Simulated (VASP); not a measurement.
Set up this calculation in VASP 6.6.1, as the native input.

| Property | Result |
| --- | --- |
| Task | single point |
| Functional | LDA |
| Potentials or basis | VASP PAW LDA potentials, release 64 (Ni_sv_GW, O) |
| Cutoff | 600 eV |
| k mesh | 12 × 12 × 6 |
| Occupations | gaussian, width 0.02 eV |
| Spin | no spin polarisation |
| Dipole correction | no |
| Second run | valence_matched |
| Further INCAR settings | ALGO = Normal; EDIFF = 1e-06; NBANDS = 22 |

The structure of NiO2 lies in POSCAR:

```
NiO2
1.0
    2.7627792314      0.0000000000      0.0000000000
   -1.3813896157      2.3926369995      0.0000000000
    0.0000000000      0.0000000000      4.2061363981
Ni O
1 2
Direct
    0.0000000000      0.0000000000      0.5000000000
    0.6666666667      0.3333333333      0.7186230907
    0.3333333333      0.6666666667      0.2813769093
```

These files were run (other wordings do the same):

INCAR

```
SYSTEM = NiO2
  ALGO = Normal
  EDIFF = 1E-6
  ENCUT = 600
  GGA = CA
  GGA_COMPAT = .False.
  ISIF = 2
  ISMEAR = 0
  LASPH = .True.
  LCHARG = .True.
  LELF = .True.
  LREAL = .False.
  LVHAR = .True.
  LWAVE = .False.
  NBANDS = 22
  NELM = 120
  PREC = Accurate
  SIGMA = 0.02
```

KPOINTS

```
k-points
0
Gamma
  12 12 6
  0 0 0
```

Potentials or basis: VASP PAW LDA potentials, release 64 (Ni_sv_GW, O).

Run with:

```bash
$ cat potpaw_LDA.64/Ni_sv_GW/POTCAR potpaw_LDA.64/O/POTCAR > POTCAR
$ mpirun -np 1 vasp_std > vasp.out
```

Results of the run:

```yaml
Pressure: 0.0 GPa
Largest_force: 0.109 eV/Å
Band_gap_on_the_k_mesh: 0.76 eV, indirect (least direct gap 1.01 eV)
```

It took 32 s on 1 thread of Intel(R) Xeon(R) 6975P-C (Granite Rapids), with other jobs on the host, peak memory 0.21 GiB.
